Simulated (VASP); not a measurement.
# Sr (P6_3/mmc) in VASP: notebook, part 2 of 2

VASP 6.6.1. Earlier steps stand in the parts before.

## Step 4: Relaxation of cell and atoms, PBEsol, target pressure 10 GPa, at which the enthalpy is minimised

INCAR

```
ALGO = Normal
EDIFF = 1E-7
EDIFFG = -0.03
ENCUT = 600
GGA = PS
IBRION = 2
ISIF = 3
ISMEAR = 1
LASPH = True
LCHARG = False
LREAL = False
LWAVE = False
NELM = 60
NSW = 80
PREC = Accurate
PSTRESS = 100.0
SIGMA = 0.05
```

KPOINTS

```
k-points
0
Gamma
  6 6 3
```

POSCAR

```
Sr
1.0
    4.3000000000      0.0000000000      0.0000000000
   -2.1500000000      3.7239092363      0.0000000000
    0.0000000000      0.0000000000      7.0219000000
Sr
2
Direct
    0.3333333333      0.6666666667      0.2500000000
    0.6666666667      0.3333333333      0.7500000000
```

Potentials or basis: VASP PAW PBE potentials, release 64 (Sr_sv).

Launch:

```sh
$ cat potpaw_PBE.64/Sr_sv/POTCAR > POTCAR
$ mpirun -np 1 vasp_std > vasp.out
```

OUTCAR:

```text
EDIFF = 1E-7
   EDIFFG = -0.03
   ENCUT = 600
   GGA = PS
   IBRION = 2
   ISIF = 3
   ISMEAR = 1
   LASPH = True
   LREAL = False
   NELM = 60
   NSW = 80
   PREC = Accurate
   PSTRESS = 100.0

 ion  position               nearest neighbor table
   1  0.333  0.667  0.250-   2 4.30   2 4.30   2 4.30   2 4.30   2 4.30   2 4.30
   2  0.667  0.333  0.750-   1 4.30   1 4.30   1 4.30   1 4.30   1 4.30   1 4.30

  LATTYP: Found a hexagonal cell.
 ALAT       =     4.3000000000
 C/A-ratio  =     1.6330000000

  Lattice vectors:

 A1 = (   4.3000000000,   0.0000000000,   0.0000000000)
 A2 = (  -2.1500000000,   3.7239092363,   0.0000000000)
 A3 = (   0.0000000000,   0.0000000000,   7.0219000000)

Analysis of symmetry for initial positions (statically):
=====================================================================
 Subroutine PRICEL returns:
 Original cell was already a primitive cell.

 Routine SETGRP: Setting up the symmetry group for a
 hexagonal supercell.

 Subroutine GETGRP returns: Found 24 space group operations
 (whereof 12 operations were pure point group operations)
 out of a pool of 24 trial point group operations.

The static configuration has the point symmetry D_3d.
 The point group associated with its full space group is D_6h.

Analysis of symmetry for dynamics (positions and initial velocities):
=====================================================================
 Subroutine PRICEL returns:
 Original cell was already a primitive cell.

 Routine SETGRP: Setting up the symmetry group for a
 hexagonal supercell.

 Subroutine GETGRP returns: Found 24 space group operations
 (whereof 12 operations were pure point group operations)
 out of a pool of 24 trial point group operations.

The dynamic configuration has the point symmetry D_3d.
 The point group associated with its full space group is D_6h.

 Subroutine INISYM returns: Found 24 space group operations
 (whereof 12 operations are pure point group operations),
 and found     1 'primitive' translations

----------------------------------------------------------------------------------------

                                     Primitive cell

  volume of cell :     112.4403

  direct lattice vectors                    reciprocal lattice vectors
     4.300000000  0.000000000  0.000000000     0.232558140  0.134267504  0.000000000
[... 94 lines left out ...]
     AMIX     =   0.40;   BMIX     =  1.00
     AMIX_MAG =   1.60;   BMIX_MAG =  1.00
  volume/ion in A,a.u.               =      56.22       379.39
  Fermi-wavevector in a.u.,A,eV,Ry     =   0.920684  1.739841 11.533110  0.847660
  Thomas-Fermi vector in A             =   2.046017
   LORBIT       =      0    0 simple, 1 ext, 2 COOP (PROOUT), +10 PAW based schemes
   GGA     = PS    functional components
   LHFCALC =     F    Hartree Fock is set to
   AEXX    =    0.0000 exact exchange contribution
   IVDW    =     0    specifies the selected vdW correction
   LEPSILON=     F    determine dielectric tensor
   LRPA    =     F    only Hartree local field effects (RPA)
 conjugate gradient relaxation of ions
 non-spin polarized calculation
 Methfessel and Paxton  Order N= 1 SIGMA  =   0.05
  energy-cutoff  :      600.00
  volume of cell :      112.44
 maximum number of plane-waves:      3791
 NGX is ok and might be reduce to    36
   NGX = 17   NGY = 17   NGZ = 29

--------------------------------------- Ionic step        1  -------------------------------------------

 number of electron      20.0000000 magnetization

 Free energy of the ion-electron system (eV)
  ---------------------------------------------------
  ext. energy  EPLUGINS =         0.00000000
  ---------------------------------------------------
  free energy    TOTEN  =        -3.60129035 eV

  energy without entropy =       -3.59665323  energy(sigma->0) =       -3.59974464

 E-fermi :   1.4393     XC(G=0):  -7.3631

 val. band max:        1.4358411545   @ k =   0.3333   0.3333   0.3333
 cond. band min:       1.4420947567   @ k =   0.1667   0.0000   0.0000
 fundamental gap:      0.0062536022
 Fermi energy:         1.4392849925

 k-point     1 :       0.0000    0.0000    0.0000
  band No.  band energies     occupation
      1     -35.1470      2.00000
      2     -35.1343      2.00000
      3     -17.2404      2.00000
      4     -17.0753      2.00000
      5     -17.0753      2.00000
      6     -17.0570      2.00000
      7     -17.0499      2.00000
      8     -17.0499      2.00000
      9      -2.2039      2.00000
     10       0.2939      2.00000
     11       1.4670      0.20279
     12       3.6972      0.00000
     13       3.7017      0.00000
     14       3.7017      0.00000
[... 522 lines left out ...]
--------------------------------------- Ionic step        9  -------------------------------------------

 number of electron      20.0000000 magnetization

 Free energy of the ion-electron system (eV)
  ---------------------------------------------------
  ext. energy  EPLUGINS =         0.00000000
  ---------------------------------------------------
  free energy    TOTEN  =        -2.76662973 eV

  energy without entropy =       -2.76627910  energy(sigma->0) =       -2.76651285

 E-fermi :   3.4264     XC(G=0):  -9.1732

 val. band max:        3.3903124764   @ k =   0.3333   0.1667   0.0000
 cond. band min:       3.4419367480   @ k =   0.3333   0.0000   0.0000
 fundamental gap:      0.0516242715
 Fermi energy:         3.4263615512

 k-point     1 :       0.0000    0.0000    0.0000
  band No.  band energies     occupation
      1     -32.2204      2.00000
      2     -32.0968      2.00000
      3     -14.8166      2.00000
      4     -13.9289      2.00000
      5     -13.9289      2.00000
      6     -13.8223      2.00000
      7     -13.8102      2.00000
      8     -13.8102      2.00000
      9      -0.6928      2.00000
     10       2.0429      2.00000
     11       4.8551      0.00000
     12       6.2286      0.00000
     13       6.3072      0.00000
     14       6.3072      0.00000
[... 252 lines left out ...]
  energy  without entropy=       -2.7662790951  energy(sigma->0) =       -2.76651285

  enthalpy is  TOTEN    =         1.3960781287 eV   P V=        4.1627078634

 reached required accuracy - stopping structural energy minimisation
```

Run time: 2.1 min. Hardware: 1 thread of Intel Xeon Platinum 8488C (Sapphire Rapids), shared host; peak memory 0.27 GiB.

Results:

- Free energy: -2.7666 eV
- Relaxed volume: 33.35 Å³/atom
- Relaxed cell: a = 3.602 Å, b = 3.602 Å, c = 5.936 Å, α = 90.00°, β = 90.00°, γ = 120.00°
- Space group after relaxing (to 0.1 Å): P6_3/mmc (No. 194)
- Energy change on relaxing (the run minimises the enthalpy): +417.3 meV/atom
- Ionic steps: 9
- Pressure after relaxing: 10.1 GPa
- Band gap on the k mesh: zero (bands 10 and 11 overlap by 0.67 eV)

The path:
```csv
step,energy change (eV),largest force (eV/Å),pressure (GPa),volume (Å³)
1,0.0000,0.0000,-0.68,112.44
2,1.1909,0.0000,13.38,61.82
3,0.8471,0.0000,10.15,66.52
4,0.7997,0.0000,9.68,67.29
5,0.8013,0.0000,9.73,67.24
6,0.8025,0.0000,9.75,67.21
7,0.8054,0.0000,9.81,67.17
8,0.8041,0.0000,9.79,67.19
9,0.8347,0.0000,10.07,66.69
```

Final structure:
```
CELL_PARAMETERS angstrom
3.60193 0.00000 0.00000
-1.80097 3.11936 0.00000
0.00000 0.00000 5.93588
ATOMIC_POSITIONS crystal
Sr 0.33333 0.66667 0.25000
Sr 0.66667 0.33333 0.75000
```

Levels at points of the mesh, in eV from the Fermi level:
```csv
k point,band 6,band 7,band 8,band 9,band 10,band 11,band 12,band 13,band 14
"(0.00, 0.00, 0.00)",-17.25,-17.24,-17.24,-4.12,-1.38,1.43,2.80,2.88,2.88
"(0.50, 0.00, 0.00)",-17.58,-17.47,-17.37,-0.98,-0.68,-0.39,0.90,2.11,2.71
```

Caveat: the cell is relaxed towards a set pressure, so the run minimises the enthalpy, not the energy; the volume moved by over 15 % at a fixed basis, so the end points are rough; the PAW data sets were made with another functional, which shifts forces and pressure a little.

## Step 5: Relaxation of cell and atoms, PBEsol, target pressure 20 GPa, at which the enthalpy is minimised

INCAR

```
  PREC = Accurate
  ENCUT = 600
  EDIFF = 1E-6
  ISMEAR = 1
  SIGMA = 0.05
  LREAL = F
  LASPH = T
  NELM = 80
  ALGO = Normal
  ISIF = 3
  LWAVE = F
  LCHARG = F
  GGA = PS
  IBRION = 2
  NSW = 80
  EDIFFG = -0.03
  PSTRESS = 200.0
```

KPOINTS

```
regular mesh
0
Gamma
  6 6 3
```

POSCAR is that of step 4.

Potentials or basis: VASP PAW PBE potentials, release 64 (Sr_sv).

Launch:

```sh
$ cat potpaw_PBE.64/Sr_sv/POTCAR > POTCAR
$ mpirun -np 1 vasp_std > vasp.out
```

OUTCAR:

```text
PREC = Accurate
   ENCUT = 600
   EDIFF = 1E-6
   ISMEAR = 1
   LREAL = F
   LASPH = T
   NELM = 80
   ISIF = 3
   GGA = PS
   IBRION = 2
   NSW = 80
   EDIFFG = -0.03
   PSTRESS = 200.0

 ion  position               nearest neighbor table
   1  0.333  0.667  0.250-   2 4.30   2 4.30   2 4.30   2 4.30   2 4.30   2 4.30
   2  0.667  0.333  0.750-   1 4.30   1 4.30   1 4.30   1 4.30   1 4.30   1 4.30

  LATTYP: Found a hexagonal cell.
 ALAT       =     4.3000000000
 C/A-ratio  =     1.6330000000

  Lattice vectors:

 A1 = (   4.3000000000,   0.0000000000,   0.0000000000)
 A2 = (  -2.1500000000,   3.7239092363,   0.0000000000)
 A3 = (   0.0000000000,   0.0000000000,   7.0219000000)

Analysis of symmetry for initial positions (statically):
=====================================================================
 Subroutine PRICEL returns:
 Original cell was already a primitive cell.

 Routine SETGRP: Setting up the symmetry group for a
 hexagonal supercell.

 Subroutine GETGRP returns: Found 24 space group operations
 (whereof 12 operations were pure point group operations)
 out of a pool of 24 trial point group operations.

The static configuration has the point symmetry D_3d.
 The point group associated with its full space group is D_6h.

Analysis of symmetry for dynamics (positions and initial velocities):
[... 118 lines left out ...]
   IALGO  =     38    algorithm
   IMIX   =      4    mixing-type and parameters
     AMIX     =   0.40;   BMIX     =  1.00
     AMIX_MAG =   1.60;   BMIX_MAG =  1.00
  volume/ion in A,a.u.               =      56.22       379.39
  Fermi-wavevector in a.u.,A,eV,Ry     =   0.920684  1.739841 11.533110  0.847660
  Thomas-Fermi vector in A             =   2.046017
   LORBIT       =      0    0 simple, 1 ext, 2 COOP (PROOUT), +10 PAW based schemes
   GGA     = PS    functional components
   LHFCALC =     F    Hartree Fock is set to
   AEXX    =    0.0000 exact exchange contribution
   IVDW    =     0    specifies the selected vdW correction
   LEPSILON=     F    determine dielectric tensor
   LRPA    =     F    only Hartree local field effects (RPA)
 conjugate gradient relaxation of ions
 non-spin polarized calculation
 Methfessel and Paxton  Order N= 1 SIGMA  =   0.05
  energy-cutoff  :      600.00
  volume of cell :      112.44
 maximum number of plane-waves:      3791
 NGX is ok and might be reduce to    36
   NGX = 17   NGY = 17   NGZ = 29

--------------------------------------- Ionic step        1  -------------------------------------------

 number of electron      20.0000000 magnetization

 Free energy of the ion-electron system (eV)
  ---------------------------------------------------
  ext. energy  EPLUGINS =         0.00000000
  ---------------------------------------------------
  free energy    TOTEN  =        -3.60129033 eV

  energy without entropy =       -3.59665322  energy(sigma->0) =       -3.59974463

 E-fermi :   1.4393     XC(G=0):  -7.3631

 val. band max:        1.4358409648   @ k =   0.3333   0.3333   0.3333
 cond. band min:       1.4420945927   @ k =   0.1667   0.0000   0.0000
 fundamental gap:      0.0062536280
 Fermi energy:         1.4392848361
[... 708 lines left out ...]
--------------------------------------- Ionic step        7  -------------------------------------------

 number of electron      20.0000000 magnetization

 Free energy of the ion-electron system (eV)
  ---------------------------------------------------
  ext. energy  EPLUGINS =         0.00000000
  ---------------------------------------------------
  free energy    TOTEN  =        -1.68782272 eV

  energy without entropy =       -1.68782132  energy(sigma->0) =       -1.68782226

 E-fermi :   4.3213     XC(G=0):  -9.9774

 val. band max:        4.2291020488   @ k =   0.3333   0.1667   0.0000
 cond. band min:       4.3393670894   @ k =   0.3333   0.3333   0.3333
 fundamental gap:      0.1102650406
 Fermi energy:         4.3212984731
[... 269 lines left out ...]
  energy  without entropy=       -1.6878213196  energy(sigma->0) =       -1.68782226

  enthalpy is  TOTEN    =         5.1519607589 eV   P V=        6.8397834839

 reached required accuracy - stopping structural energy minimisation
```

It took 1.8 min on 1 thread of Intel Xeon Platinum 8488C (Sapphire Rapids), shared host; peak memory 0.28 GiB.

What came out:

* Free energy: -1.6878 eV
* Relaxed volume: 27.40 Å³/atom
* Relaxed cell: a = 3.392 Å, b = 3.392 Å, c = 5.499 Å, α = 90.00°, β = 90.00°, γ = 120.00°
* Space group after relaxing (to 0.1 Å): P6_3/mmc (No. 194)
* Energy change on relaxing (the run minimises the enthalpy): +956.7 meV/atom
* Ionic steps: 7
* Pressure after relaxing: 20.0 GPa
* Band gap on the k mesh: zero (bands 10 and 11 overlap by 1.20 eV)

The path:
```tsv
step	energy change (eV)	largest force (eV/Å)	pressure (GPa)	volume (Å³)
1	0.0000	0.0000	-0.68	112.44
2	8.2752	0.0000	85.74	30.87
3	1.6791	0.0000	17.87	56.78
4	1.8837	0.0000	19.73	55.03
5	1.9952	0.0000	20.72	54.15
6	1.8841	0.0000	19.74	55.03
7	1.9135	0.0000	19.98	54.79
```

Final structure:
```yaml
crystal:
  lattice:
    - [3.39186, 0.00000, 0.00000]
    - [-1.69593, 2.93744, 0.00000]
    - [0.00000, 0.00000, 5.49940]
  atoms:
    - { symbol: Sr, position: [0.33333, 0.66667, 0.25000] }
    - { symbol: Sr, position: [0.66667, 0.33333, 0.75000] }
```

Caveat: the cell is relaxed towards a set pressure, so the run minimises the enthalpy, not the energy; the volume moved by over 15 % at a fixed basis, so the end points are rough; the PAW data sets were made with another functional, which shifts forces and pressure a little.

## Step 6: Summary

| cell | gap on the mesh (eV) | pressure (GPa) |
| --- | --- | --- |
| relaxed | none | 0.0 |
| relaxed to 5 GPa | none | 5.1 |
| relaxed to 10 GPa | none | 10.1 |
| relaxed to 20 GPa | none | 20.0 |

Alike in all rows: task relaxation of cell and atoms; level PBEsol; potentials or basis VASP PAW PBE potentials, release 64 (Sr_sv); no spin polarisation; k mesh 6 × 6 × 3; cutoff (eV) 600; smearing methfessel-paxton 0.05 eV.

Caveats: the PAW data sets were made with another functional, which shifts forces and pressure a little; the cell is relaxed towards a set pressure, so the run minimises the enthalpy, not the energy (at least some runs); the volume moved by over 15 % at a fixed basis, so the end points are rough (at least some runs).

Absolute energies hang on the potentials; compare differences alone.

The gap in the log of VASP goes by the Fermi energy; the results here count the filled bands.